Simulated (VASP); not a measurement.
# PtS2 (P-3m1) in VASP: notebook

PtS2 is run at these levels: PBE; tasks: single point, relaxation of the atoms.

Program: VASP 6.6.1. These are calculated values, not measurements. Logs are shortened: lines on timing, memory, paths and dates and some standing lists are left out, and cuts for length are marked.

## (1) The cell of the first run

The structure is trigonal, space group P-3m1 (No. 164). The conventional cell has a = 3.577 Å, b = 3.577 Å, c = 6.334 Å, α = 90.00°, β = 90.00°, γ = 120.00°. Pt (site symmetry -3m) has 6 S at 2.40 Å within 3.2 Å. Within 3.3 Å of S (site symmetry 3m) lie 3 Pt at 2.40 Å and 3 S at 3.21 Å.

## (2) Single point, PBE

INCAR

```
SYSTEM = PtS2
PREC = Accurate
ENCUT = 520
EDIFF = 1E-7
ISMEAR = 0
SIGMA = 0.05
LREAL = .FALSE.
LASPH = .TRUE.
NELM = 60
ALGO = Normal
ISIF = 2
LWAVE = .FALSE.
LCHARG = .TRUE.
GGA = PE
LELF = .TRUE.
LVHAR = .TRUE.
NBANDS = 18
```

KPOINTS

```
regular mesh
0
G
  9 9 4
  0 0 0
```

POSCAR

```
PtS2
1.0
    3.5765911006      0.0000000000      0.0000000000
   -1.7882955503      3.0974187520      0.0000000000
    0.0000000000      0.0000000000      6.3342000000
Pt S
1 2
Direct
    0.0000000000      0.0000000000      0.0000000000
    0.3333333333      0.6666666667      0.1937665961
    0.6666666667      0.3333333333      0.8062334039
```

Potentials or basis: VASP PAW PBE potentials, release 64 (Pt, S).

Started as:

```bash
cat potpaw_PBE.64/Pt/POTCAR potpaw_PBE.64/S/POTCAR > POTCAR
mpirun -np 1 vasp_std > vasp.out
```

OUTCAR:

```text
SYSTEM = PtS2
   PREC = Accurate
   ENCUT = 520
   EDIFF = 1E-7
   ISMEAR = 0
   LREAL = .FALSE.
   LASPH = .TRUE.
   NELM = 60
   ISIF = 2
   GGA = PE

 ion  position               nearest neighbor table
   1  0.000  0.000  0.000-   2 2.40   3 2.40   2 2.40   3 2.40   3 2.40   2 2.40
   2  0.333  0.667  0.194-   1 2.40   1 2.40   1 2.40
   3  0.667  0.333  0.806-   1 2.40   1 2.40   1 2.40

  LATTYP: Found a hexagonal cell.
 ALAT       =     3.5765911006
 C/A-ratio  =     1.7710159819

  Lattice vectors:

 A1 = (   3.5765911006,   0.0000000000,   0.0000000000)
 A2 = (  -1.7882955503,   3.0974187520,   0.0000000000)
 A3 = (   0.0000000000,   0.0000000000,   6.3342000000)

Analysis of symmetry for initial positions (statically):
=====================================================================
 Subroutine PRICEL returns:
 Original cell was already a primitive cell.

 Routine SETGRP: Setting up the symmetry group for a
 hexagonal supercell.

 Subroutine GETGRP returns: Found 12 space group operations
 (whereof 12 operations were pure point group operations)
 out of a pool of 24 trial point group operations.

The static configuration has the point symmetry D_3d.

Analysis of symmetry for dynamics (positions and initial velocities):
=====================================================================
 Subroutine PRICEL returns:
 Original cell was already a primitive cell.

 Routine SETGRP: Setting up the symmetry group for a
 hexagonal supercell.

 Subroutine GETGRP returns: Found 12 space group operations
 (whereof 12 operations were pure point group operations)
 out of a pool of 24 trial point group operations.

The dynamic configuration has the point symmetry D_3d.

 Subroutine INISYM returns: Found 12 space group operations
 (whereof 12 operations are pure point group operations),
 and found     1 'primitive' translations

----------------------------------------------------------------------------------------

                                     Primitive cell

  volume of cell :      70.1715

  direct lattice vectors                    reciprocal lattice vectors
     3.576591101  0.000000000  0.000000000     0.279595842  0.161424735  0.000000000
    -1.788295550  3.097418752  0.000000000     0.000000000  0.322849469  0.000000000
     0.000000000  0.000000000  6.334200000     0.000000000  0.000000000  0.157873133

  length of vectors
     3.576591101  3.576591101  6.334200000     0.322849469  0.322849469  0.157873133

  position of ions in fractional coordinates (direct lattice)
     0.000000000  0.000000000  0.000000000
     0.333333333  0.666666667  0.193766596
     0.666666667  0.333333333  0.806233404

  ion indices of the primitive-cell ions
   primitive index   ion index
                 1           1
                 2           2
                 3           3

----------------------------------------------------------------------------------------

 KPOINTS: regular mesh

Automatic generation of k-mesh.
 Grid dimensions read from file:
 generate k-points for:    9    9    4

 Generating k-lattice:

  Cartesian coordinates                     Fractional coordinates (reciprocal lattice)
     0.031066205  0.017936082  0.000000000     0.111111111  0.000000000  0.000000000
     0.000000000  0.035872163  0.000000000     0.000000000  0.111111111  0.000000000
     0.000000000  0.000000000  0.039468283     0.000000000  0.000000000  0.250000000

  Length of vectors
     0.035872163  0.035872163  0.039468283

  Shift w.r.t. Gamma in fractional coordinates (k-lattice)
     0.000000000  0.000000000  0.000000000

 Subroutine IBZKPT returns following result:
 ===========================================

 Found     43 irreducible k-points:

 Following reciprocal coordinates:
            Coordinates               Weight
  0.000000  0.000000  0.000000      1.000000
  0.111111  0.000000  0.000000      6.000000
  0.222222 -0.000000  0.000000      6.000000
  0.333333 -0.000000  0.000000      6.000000
  0.444444 -0.000000  0.000000      6.000000
  0.111111  0.111111  0.000000      6.000000
[... 16 lines left out ...]
  0.222222  0.111111  0.250000     12.000000
 -0.111111  0.333333  0.250000     12.000000
 [... further k-points ...]
   k-points           NKPTS =     43   k-points in BZ     NKDIM =     43   number of bands    NBANDS=     18
   number of dos      NEDOS =    301   number of ions     NIONS =      3
   total plane-waves  NPLWV =  37632
   dimension x,y,z NGX =    28 NGY =   28 NGZ =   48
   dimension x,y,z NGXF=    56 NGYF=   56 NGZF=   96
   ions per type =               1   2
   NGX,Y,Z   is equivalent  to a cutoff of  13.01, 13.01, 12.60 a.u.
   NGXF,Y,Z  is equivalent  to a cutoff of  26.03, 26.03, 25.20 a.u.
 SYSTEM =  PtS2
   PREC   = accura    normal or accurate (medium, high low for compatibility)
   ISTART =      0    job   : 0-new  1-cont  2-samecut
   ICHARG =      2    charge: 1-file 2-atom 10-const
   ISPIN  =      1    spin polarized calculation?
   LNONCOLLINEAR =      F non collinear calculations
   LSORBIT =      F    spin-orbit coupling
   LASPH  =      T    aspherical Exc in radial PAW
   ENCUT  =  520.0 eV  38.22 Ry    6.18 a.u.   6.65  6.65 11.78*2*pi/ulx,y,z
   NELM   =     60;   NELMIN=  2; NELMDL= -5     # of ELM steps
   EDIFF  = 0.1E-06   stopping-criterion for ELM
   LREAL  =      F    real-space projection
   EDIFFG = 0.1E-05   stopping-criterion for IOM
   NSW    =      0    number of steps for IOM
   IBRION =     -1    ionic relax: 0-MD 1-quasi-New 2-CG
   NFREE  =      0    steps in history (QN), initial steepest desc. (CG)
   ISIF   =      2    stress and relaxation
   ISYM   =      2    0-nonsym 1-usesym 2-fastsym
   POTIM  = 0.5000    time-step for ionic-motion
   TEBEG  =    0.0;   TEEND  =   0.0 temperature during run
   PSTRESS=    0.0 pullay stress
   NELECT =      22.0000    total number of electrons
   NUPDOWN=      -1.0000    fix difference up-down
   EMIN   =  10.00;   EMAX   =-10.00  energy-range for DOS
   EFERMI =   0.00;   METHOD = LEGACY
   ISMEAR =     0;   SIGMA  =   0.05  broadening in eV -4-tet -1-fermi 0-gaus
   EFERMI_NEDOS =   21; number of points for ismear=-14 and -15
   IALGO  =     38    algorithm
   IMIX   =      4    mixing-type and parameters
     AMIX     =   0.40;   BMIX     =  1.00
     AMIX_MAG =   1.60;   BMIX_MAG =  1.00
  volume/ion in A,a.u.               =      23.39       157.85
  Fermi-wavevector in a.u.,A,eV,Ry     =   1.112147  2.101652 16.828641  1.236870
  Thomas-Fermi vector in A             =   2.248718
   LORBIT       =      0    0 simple, 1 ext, 2 COOP (PROOUT), +10 PAW based schemes
   GGA     = PE    functional components
   LHFCALC =     F    Hartree Fock is set to
   AEXX    =    0.0000 exact exchange contribution
   IVDW    =     0    specifies the selected vdW correction
   LEPSILON=     F    determine dielectric tensor
   LRPA    =     F    only Hartree local field effects (RPA)
 non-spin polarized calculation
 Gauss-broadening in eV      SIGMA  =   0.05
  energy-cutoff  :      520.00
  volume of cell :       70.17
 maximum number of plane-waves:      1943
 NGX is ok and might be reduce to    28
   NGX = 13   NGY = 13   NGZ = 23

 number of electron      21.9999998 magnetization

 Free energy of the ion-electron system (eV)
  ---------------------------------------------------
  ext. energy  EPLUGINS =         0.00000000
  ---------------------------------------------------
  free energy    TOTEN  =       -15.46514327 eV

  energy without entropy =      -15.46514327  energy(sigma->0) =      -15.46514327

 E-fermi :   3.5566     XC(G=0):  -9.0461

 val. band max:        3.3272366905   @ k =   0.0000   0.2222   0.2500
 cond. band min:       4.8461281996   @ k =   0.0000   0.2222   0.2500
 fundamental gap:      1.5188915091
 Fermi energy:         3.5566269840

 k-point     1 :       0.0000    0.0000    0.0000
  band No.  band energies     occupation
      1     -10.7787      2.00000
      2      -8.5203      2.00000
      3      -2.3153      2.00000
      4      -2.3153      2.00000
      5      -2.0832      2.00000
      6       0.3622      2.00000
[... 10 lines left out ...]
     17      12.0393      0.00000
     18      12.8934      0.00000

 k-point     2 :       0.1111    0.0000    0.0000
  band No.  band energies     occupation
      1     -10.6291      2.00000
      2      -8.5600      2.00000
      3      -2.2794      2.00000
      4      -2.2210      2.00000
      5      -1.9410      2.00000
      6       0.1230      2.00000
[... 10 lines left out ...]
     17      12.5287      0.00000
     18      13.1587      0.00000

 k-point     3 :       0.2222   -0.0000    0.0000
  band No.  band energies     occupation
      1     -10.2146      2.00000
      2      -8.6608      2.00000
      3      -2.1635      2.00000
      4      -1.9928      2.00000
      5      -1.5640      2.00000
      6      -0.6247      2.00000
[... 10 lines left out ...]
     17      13.0778      0.00000
     18      13.4820      0.00000

 k-point     4 :       0.3333   -0.0000    0.0000
  band No.  band energies     occupation
      1      -9.6577      2.00000
      2      -8.7731      2.00000
      3      -2.3351      2.00000
      4      -1.7930      2.00000
      5      -1.3985      2.00000
      6      -0.7728      2.00000
[... 375 lines left out ...]
      4      -2.0694      2.00000
      5      -1.5749      2.00000
      6      -0.1713      2.00000
[... 10 lines left out ...]
     17      12.6248      0.00000
     18      13.5343      0.00000

 k-point    23 :       0.2222    0.1111    0.2500
  band No.  band energies     occupation
      1      -9.8380      2.00000
      2      -8.7600      2.00000
      3      -2.0757      2.00000
      4      -1.9196      2.00000
      5      -1.3904      2.00000
      6      -0.7095      2.00000
[... 10 lines left out ...]
     17      12.8324      0.00000
     18      13.5448      0.00000

 k-point    24 :      -0.1111    0.3333    0.2500
  band No.  band energies     occupation
      1      -9.8415      2.00000
      2      -8.7535      2.00000
      3      -2.1143      2.00000
      4      -1.9272      2.00000
      5      -1.3470      2.00000
      6      -0.7519      2.00000
[... 10 lines left out ...]
     17      12.6962      0.00000
     18      13.6899      0.00000

 [... further k-points ...]
[... 5 lines left out ...]
  --------------------------------------------------------------------------------------
  -------------------------------------------------------------------------------------
  Total       -0.1600550     -0.1600550     -0.0962175      0.0000000     -0.0000000      0.0000000
  in kB       -3.6544226     -3.6544226     -2.1968664      0.0000000     -0.0000000      0.0000000
  external PRESSURE =      -3.1685705 kB  Pullay stress =       0.0000000 kB

 VOLUME and BASIS-vectors are now :
 -----------------------------------------------------------------------------
  energy-cutoff  :      520.00
  volume of cell :       70.17
      direct lattice vectors                 reciprocal lattice vectors
     3.576591101  0.000000000  0.000000000     0.279595842  0.161424735  0.000000000
    -1.788295550  3.097418752  0.000000000     0.000000000  0.322849469  0.000000000
     0.000000000  0.000000000  6.334200000     0.000000000  0.000000000  0.157873133

 POSITION                                       TOTAL-FORCE (eV/Angst)
 -----------------------------------------------------------------------------------
      0.00000      0.00000      0.00000         0.000000      0.000000      0.000000
     -0.00000      2.06495      1.22736        -0.000000      0.000000     -0.036590
      1.78830      1.03247      5.10684         0.000000     -0.000000      0.036590
 -----------------------------------------------------------------------------------
    total drift:                               -0.000000      0.000000     -0.000000

  FREE ENERGIE OF THE ION-ELECTRON SYSTEM (eV)
  ---------------------------------------------------
  free  energy   TOTEN  =       -15.4651432670 eV

  energy  without entropy=      -15.4651432670  energy(sigma->0) =      -15.46514327
```

Run time: 25 s. Hardware: 1 thread of Intel Xeon Platinum 8559C (Emerald Rapids), shared host; peak memory 0.21 GiB.

What came out:

```
Free energy            : -15.4651 eV
Pressure               : -0.3 GPa
Largest force          : 0.037 eV/Å
Band gap on the k mesh : 1.52 eV
```

Forces on the atoms (eV/Å):
```
Pt   0.000  0.000  0.000
S    0.000  0.000 -0.037
S    0.000  0.000  0.037
```

Caveat: spin-orbit coupling is left out, which moves the levels of the heavy elements; an odd mesh through Γ misses points on the zone boundary, where band edges can lie; this functional lacks dispersion, which binds the layers, so the pressure and a relaxed spacing across them are unreliable.

## (3) Single point, PBE

This run uses another cell than the first one, of 23.46 Å³/atom.

INCAR

```
ALGO     = Normal         # electronic algorithm
EDIFF    = 1E-7           # SCF threshold, eV
ENCUT    = 520            # plane-wave cutoff, eV
GGA      = PE             # functional
ISIF     = 2              # what is computed and relaxed
ISMEAR   = 0              # smearing method
LASPH    = True           # aspherical terms in the spheres
LCHARG   = False          # write CHGCAR
LREAL    = False          # projectors in reciprocal space
LWAVE    = False          # write WAVECAR
NBANDS   = 18             # bands
NELM     = 100            # most SCF steps
PREC     = Accurate       # precision mode
SIGMA    = 0.05           # smearing width, eV
```

KPOINTS

```
k-points
0
Gamma
  9 9 4
```

POSCAR

```
PtS2
1.0
    3.4514000000      0.0000000000      0.0000000000
   -1.7257000000      2.9890000786      0.0000000000
    0.0000000000      0.0000000000      6.8215000000
Pt S
1 2
Direct
    0.0000000000      0.0000000000      0.0000000000
    0.3333333333      0.6666666667      0.1905593470
    0.6666666667      0.3333333333      0.8094406530
```

Potentials or basis: VASP PAW PBE potentials, release 64 (Pt, S).

Started as:

```bash
cat potpaw_PBE.64/Pt/POTCAR potpaw_PBE.64/S/POTCAR > POTCAR
mpirun -np 1 vasp_std > vasp.out
```

OUTCAR:

```text
EDIFF = 1E-7
   ENCUT = 520
   GGA = PE
   ISIF = 2
   ISMEAR = 0
   LASPH = True
   LREAL = False
   NELM = 100
   PREC = Accurate

 ion  position               nearest neighbor table
   1  0.000  0.000  0.000-   2 2.38   3 2.38   2 2.38   3 2.38   3 2.38   2 2.38
   2  0.333  0.667  0.191-   1 2.38   1 2.38   1 2.38
   3  0.667  0.333  0.809-   1 2.38   1 2.38   1 2.38

  LATTYP: Found a hexagonal cell.
 ALAT       =     3.4514000000
 C/A-ratio  =     1.9764443414

  Lattice vectors:

 A1 = (   3.4514000000,   0.0000000000,   0.0000000000)
 A2 = (  -1.7257000000,   2.9890000786,   0.0000000000)
 A3 = (   0.0000000000,   0.0000000000,   6.8215000000)

Analysis of symmetry for initial positions (statically):
=====================================================================
 Subroutine PRICEL returns:
 Original cell was already a primitive cell.

 Routine SETGRP: Setting up the symmetry group for a
 hexagonal supercell.

[... 157 lines left out ...]
   NGX = 13   NGY = 13   NGZ = 25

 number of electron      22.0000002 magnetization

 Free energy of the ion-electron system (eV)
  ---------------------------------------------------
  ext. energy  EPLUGINS =         0.00000000
  ---------------------------------------------------
  free energy    TOTEN  =       -15.37432749 eV

  energy without entropy =      -15.37432749  energy(sigma->0) =      -15.37432749

 E-fermi :   3.5711     XC(G=0):  -8.9431

 val. band max:        3.2895779119   @ k =   0.1111   0.0000   0.5000
 cond. band min:       4.9286721637   @ k =   0.2222   0.2222   0.0000
 fundamental gap:      1.6390942518
 Fermi energy:         3.5710567594

 k-point     1 :       0.0000    0.0000    0.0000
  band No.  band energies     occupation
      1     -10.9735      2.00000
      2      -8.8658      2.00000
      3      -2.4567      2.00000
      4      -2.2782      2.00000
      5      -2.2782      2.00000
      6       0.2647      2.00000
[... 481 lines left out ...]
      5      -1.4744      2.00000
      6      -1.0375      2.00000
[... 10 lines left out ...]
     17      12.9566      0.00000
     18      13.5544      0.00000

 [... further k-points ...]
[... 5 lines left out ...]
  --------------------------------------------------------------------------------------
  -------------------------------------------------------------------------------------
  Total        2.5173799      2.5173799     -0.1354027      0.0000000     -0.0000000      0.0000000
  in kB       57.3136718     57.3136718     -3.0827383      0.0000000     -0.0000000      0.0000000
  external PRESSURE =      37.1815351 kB  Pullay stress =       0.0000000 kB

 VOLUME and BASIS-vectors are now :
 -----------------------------------------------------------------------------
  energy-cutoff  :      520.00
  volume of cell :       70.37
      direct lattice vectors                 reciprocal lattice vectors
     3.451400000  0.000000000  0.000000000     0.289737498  0.167280022  0.000000000
    -1.725700000  2.989000079  0.000000000     0.000000000  0.334560045  0.000000000
     0.000000000  0.000000000  6.821500000     0.000000000  0.000000000  0.146595324

 POSITION                                       TOTAL-FORCE (eV/Angst)
 -----------------------------------------------------------------------------------
      0.00000      0.00000      0.00000        -0.000000      0.000000      0.000000
     -0.00000      1.99267      1.29990         0.000000      0.000000     -0.043478
      1.72570      0.99633      5.52160         0.000000     -0.000000      0.043478
 -----------------------------------------------------------------------------------
    total drift:                               -0.000000     -0.000000      0.000000

  FREE ENERGIE OF THE ION-ELECTRON SYSTEM (eV)
  ---------------------------------------------------
  free  energy   TOTEN  =       -15.3743274885 eV

  energy  without entropy=      -15.3743274885  energy(sigma->0) =      -15.37432749
```

stdout:

```text
POSCAR found type information on POSCAR PtS
 POSCAR found :  2 types and       3 ions
 scaLAPACK will be used
 LDA part: xc-table for (Slater+PW92), standard interpolation
 POSCAR, INCAR and KPOINTS ok, starting setup
 FFT: planning ... GRIDC
 FFT: planning ... GRID_SOFT
 FFT: planning ... GRID
 WAVECAR not read
 entering main loop
```

It took 51 s on 1 thread of Intel Xeon Platinum 8559C (Emerald Rapids), shared host; peak memory 0.22 GiB.

What came out:

```
Free energy            : -15.3743 eV
Pressure               : 3.7 GPa
Largest force          : 0.043 eV/Å
Band gap on the k mesh : 1.64 eV (least direct gap 1.75 eV)
```

Forces on the atoms (eV/Å):
```
Pt   0.000  0.000  0.000
S    0.000  0.000 -0.043
S    0.000  0.000  0.043
```

Stress tensor (GPa, compression positive):
```
 5.73  0.00  0.00
 0.00  5.73  0.00
 0.00  0.00 -0.31
```

Caveat: the cell stands under pressure; spin-orbit coupling is left out, which moves the levels of the heavy elements; an odd mesh through Γ misses points on the zone boundary, where band edges can lie; this functional lacks dispersion, which binds the layers, so the pressure and a relaxed spacing across them are unreliable.

(Continued in part 2 of 2.)
